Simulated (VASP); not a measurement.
Here is a VASP 6.6.1 calculation.

INCAR

```
ALGO = Normal ; EDIFF = 1E-7
ENCUT = 520 ; GGA = PE
ISIF = 2 ; ISMEAR = -1
LASPH = True ; LCHARG = True
LELF = True ; LREAL = False
LVHAR = True ; LWAVE = False
NBANDS = 56 ; NELM = 100
PREC = Accurate ; SIGMA = 0.02
```

KPOINTS

```
k-points
0
Gamma
  6 6 4
```

File POSCAR:

```
Ti3SiO8
1.0
    3.1702594846     -3.1787469698      0.0000000000
    3.1702594846      3.1787469698      0.0000000000
    0.0000000000      0.0000000000      5.7867068791
Ti O Si
3 8 1
Direct
    0.5000000000      0.5000000000      0.2559920763
    0.0000000000      0.0000000000      0.0000000000
    0.5000000000      0.5000000000      0.7440079237
    0.1878077288      0.1878077288      0.2704360987
    0.8121922712      0.8121922712      0.2704360987
    0.6950829040      0.3049170960      0.0000000000
    0.3049170960      0.6950829040      0.0000000000
    0.1878077288      0.1878077288      0.7295639013
    0.8121922712      0.8121922712      0.7295639013
    0.7095489334      0.2904510666      0.5000000000
    0.2904510666      0.7095489334      0.5000000000
    0.0000000000      0.0000000000      0.5000000000
```

Potentials or basis: VASP PAW PBE potentials, release 64 (Ti_sv, O, Si).

Command:

```sh
$ cat potpaw_PBE.64/Ti_sv/POTCAR potpaw_PBE.64/O/POTCAR potpaw_PBE.64/Si/POTCAR > POTCAR
$ mpirun -np 1 vasp_std > vasp.out
```

(1) What does it give for the band gap on the k mesh?

(2) What does it give for the pressure?

Answers

(1) 1.58 eV.

(2) 6.7 GPa.

Caveat: the cell stands under pressure.
